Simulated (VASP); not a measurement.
**SiNi: single point with r2SCAN+U**

SiNi:

```
Ni Si
1.0
     2.94277    0.00000    0.00000
     0.00000    3.28033    0.00000
     0.00000    0.00000    4.67745
Ni Si
2 2
Direct
  0.50000 0.50000 0.34250
  0.00000 0.00000 0.65750
  0.50000 0.50000 0.84314
  0.00000 0.00000 0.15686
```

```
Program             : VASP 6.6.1
Task                : single point
Functional          : r2SCAN
Potentials or basis : VASP PAW PBE potentials, release 64 (Ni, Si)
Cutoff              : 660 eV
k mesh              : 9 × 8 × 6
Occupations         : fermi-dirac, width 0.05 eV
Spin                : collinear spin, ferromagnetic start
Starting moments    : [1.0, 1.0, 0.0, 0.0] μB
Hubbard terms       : Ni d U = 5.0 eV
```

```json
{
  "Pressure": "-7.7 GPa",
  "Largest force": "0.295 eV/Å",
  "Band gap on the k mesh": "zero (filled and empty bands overlap)",
  "Net moment": "0.00 μB per cell",
  "Valence electrons inside the program's atomic spheres": "Ni 9.82; Si 1.60"
}
```

Forces in eV/Å, atoms in the order of the input:
```
Ni   0.000  0.000  0.007
Ni   0.000  0.000 -0.007
Si   0.000  0.000 -0.295
Si   0.000  0.000  0.295
```

Stress tensor (GPa, compression positive):
```
-6.99  0.00  0.00
 0.00 -6.94  0.00
 0.00  0.00 -9.07
```

Levels at points of the mesh, in eV from the Fermi level:
Spin up:
| k point | band 10 | band 11 | band 12 | band 13 | band 14 | band 15 | band 16 | band 17 | band 18 | band 19 |
| --- | --- | --- | --- | --- | --- | --- | --- | --- | --- | --- |
| (0.00, 0.00, 0.00) | -3.05 | -2.88 | -2.40 | -2.28 | -1.12 | 1.71 | 3.15 | 5.76 | 6.03 | 8.06 |
| (0.00, 0.50, 0.00) | -3.26 | -2.92 | -2.92 | -2.70 | -2.70 | 1.41 | 1.41 | 5.54 | 5.54 | 8.59 |
| (0.00, 0.00, 0.50) | -3.27 | -3.14 | -2.33 | 1.15 | 2.27 | 2.79 | 2.88 | 3.22 | 3.72 | 5.36 |
| (0.00, 0.50, 0.50) | -3.13 | -2.64 | -2.64 | -2.46 | -2.46 | 5.73 | 5.73 | 5.96 | 5.96 | 7.80 |
Spin down:
```csv
k point,band 11,band 12,band 13,band 14,band 15,band 16,band 17,band 18
"(0.00, 0.00, 0.00)",-2.88,-2.40,-2.28,-1.12,1.71,3.15,5.76,6.03
"(0.00, 0.50, 0.00)",-2.92,-2.92,-2.70,-2.70,1.41,1.41,5.54,5.54
"(0.00, 0.00, 0.50)",-3.14,-2.33,1.15,2.27,2.79,2.88,3.22,3.72
"(0.00, 0.50, 0.50)",-2.64,-2.64,-2.46,-2.46,5.73,5.73,5.96,5.96
```

Eigenvalues of the final occupation matrices:
```
    site  spin  trace               eigenvalues
site 1 d     1   4.39  0.83 0.87 0.88 0.88 0.94
site 1 d     2   4.39  0.83 0.87 0.88 0.88 0.94
site 2 d     1   4.39  0.83 0.87 0.88 0.88 0.94
site 2 d     2   4.39  0.83 0.87 0.88 0.88 0.94
```

Run time: 9.8 min on 1 thread of AMD EPYC 9R45 96-Core Processor (Zen 5), on a shared host, peak memory 0.35 GiB.

Caveat: the cell stands under tension; the moments typed at the start vanished in this run; the PAW data sets were made with another functional, which shifts forces and pressure a little; the U is typed as a test and isn't derived for this compound. The state reached can hang on the start; a lower one may exist.
